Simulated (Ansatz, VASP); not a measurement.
## EuO2: VASP beside Ansatz

INCAR

```
PREC     = Accurate       # precision mode
ENCUT    = 520            # plane-wave cutoff, eV
EDIFF    = 1E-6           # SCF threshold, eV
ISMEAR   = 0              # smearing method
SIGMA    = 0.05           # smearing width, eV
LREAL    = F              # projectors in reciprocal space
LASPH    = T              # aspherical terms in the spheres
NELM     = 150            # most SCF steps
ALGO     = Normal         # electronic algorithm
ISIF     = 2              # what is computed and relaxed
LWAVE    = F              # write WAVECAR
LCHARG   = F              # write CHGCAR
ISPIN    = 2              # spin polarisation
MAGMOM   = 6.24 0 0       # initial moments
LORBIT   = 11             # projections on sites
LMAXMIX  = 6              # l up to which the mixer works
GGA      = PS             # functional
NBANDS   = 26             # bands
```

KPOINTS

```
Automatic mesh
0
Gamma
  10 10 6
```

File POSCAR:

```
EuO2
1.0
    3.5140906190      0.0000000000      0.0000000000
   -1.7570453095      3.0432917472      0.0000000000
    0.0000000000      0.0000000000      4.7403022685
Eu O
1 2
Direct
    0.0000000000      0.0000000000      0.0000000000
    0.3333333333      0.6666666667      0.1967777895
    0.6666666667      0.3333333333      0.8032222105
```

Input for Ansatz:

```yaml
crystal:
  lattice:
    - [3.514090619, 0.0, 0.0]
    - [-1.7570453095, 3.0432917472, 0.0]
    - [0.0, 0.0, 4.7403022685]
  atoms:
    - { symbol: Eu, position: [0.0, 0.0, 0.0], spin: 6.24 }
    - { symbol: O, position: [0.3333333333, 0.6666666667, 0.1967777895] }
    - { symbol: O, position: [0.6666666667, 0.3333333333, 0.8032222105] }
basis:
  ecutwfc: 420
  ecutrho_ratio: 4
kpoints:
  mp_grid: { grid: [10, 10, 6] }
  band_path:
    path:
      - [[0.0, 0.0, 0.0], [0.5, 0.0, 0.0], [0.33333333, 0.33333333, 0.0], [0.0, 0.0, 0.0], [0.0, 0.0, 0.5], [0.5, 0.0, 0.5], [0.33333333, 0.33333333, 0.5], [0.0, 0.0, 0.5]]
      - [[0.5, 0.0, 0.5], [0.5, 0.0, 0.0]]
      - [[0.33333333, 0.33333333, 0.5], [0.33333333, 0.33333333, 0.0]]
    npoints: 14
hamiltonian:
  xc: pbesol
scf:
  occupations: { method: gaussian, width: 0.05 }
  lower_state_search: "off"
  n_extra_bands: 16
output:
  forces: true
  stress: true
  eigenvalues: true
  populations: true
  hubbard: { sites: [{ species: Eu, l: f }] }
  dos: { projected: true, de: 0.02, nscf_kmesh: { grid: [15, 15, 9] } }
  bader: false
magnetization:
  spin_polarized: true
checkpoint:
  read: start.run
  write: ck
  compress: false
  write_wavefunctions: false
  write_every: 100000
```

Alike in both runs: task single point; functional PBEsol; k mesh 10 × 10 × 6; occupations gaussian, width 0.05 eV; collinear spin.

|  | VASP | Ansatz |
| --- | --- | --- |
| version | VASP 6.6.1 | Ansatz 0.2.0 |
| potentials or method | VASP PAW PBE potentials, release 64 (Eu, O), cutoff 520 eV | scalar-relativistic, plane waves, PAW |
| valence electrons in the cell | 29 | 29 |

VASP gave:

```
gap on the k mesh at the Fermi level (eV)                     : none
pressure (GPa)                                                : 0.5
traceless stress, the component that is largest in VASP (GPa) : -0.51
rms of the force components (eV/Å)                            : 0.028
net moment per atom (μB)                                      : 1.67
size of the moment on the site where the two differ most (μB) : 5.79
```

Which values does Ansatz return?

gap on the k mesh at the Fermi level (eV): none; pressure (GPa): 0.0; traceless stress, the component that is largest in VASP (GPa): -0.03; rms of the force components (eV/Å): 0.000; net moment per atom (μB): 1.67; size of the moment on the site where the two differ most (μB): 5.67.

VASP's potentials were made for PBE, not for PBEsol. Site moments also hang on the region over which each program counts them. Atom by atom the forces differ by 0.028 eV/Å (rms over components). A gap of «none» marks a metal or a gap that the smearing closes. The functional is the same, so the differences come from potentials, cutoffs and numerics. Ansatz's warnings: stability check not made.

Spin-orbit coupling is off throughout.
